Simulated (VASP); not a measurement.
Here is a VASP 6.6.1 calculation.

File INCAR:

```
SYSTEM = CdMo3
PREC = Accurate ; ENCUT = 520
EDIFF = 1E-7 ; ISMEAR = 0
SIGMA = 0.1 ; LREAL = .FALSE.
LASPH = .TRUE. ; NELM = 60
ALGO = Normal ; ISIF = 2
LWAVE = .FALSE. ; LCHARG = .FALSE.
GGA = PE ; NBANDS = 35
```

The input KPOINTS:

```
Automatic mesh
0
G
  4 4 4
  0 0 0
```

The input POSCAR:

```
CdMo3
1.0
    4.2328860177      0.0000000000      0.0000000000
    0.0000000000      4.2328860177      0.0000000000
    0.0000000000      0.0000000000      4.2328860177
Cd Mo
1 3
Direct
    0.0000000000      0.0000000000      0.0000000000
    0.0000000000      0.5000000000      0.5000000000
    0.5000000000      0.0000000000      0.5000000000
    0.5000000000      0.5000000000      0.0000000000
```

Potentials or basis: VASP PAW PBE potentials, release 64 (Cd, Mo_sv).

Command:

```sh
$ cat potpaw_PBE.64/Cd/POTCAR potpaw_PBE.64/Mo_sv/POTCAR > POTCAR
$ mpirun -np 1 vasp_std > vasp.out
```

Question: Predict the pressure.

Answer: -20.2 GPa.

Question: What does it give for the band gap on the k mesh?

Answer: Zero (bands 27 and 28 overlap by 1.32 eV).

Caveat: the k points lie up to 0.37 Å⁻¹ apart, too coarse for converged energies and pressures of a metal; the cell differs from its parent crystal (Zn replaced by Cd, lengths x 1.023, strained).
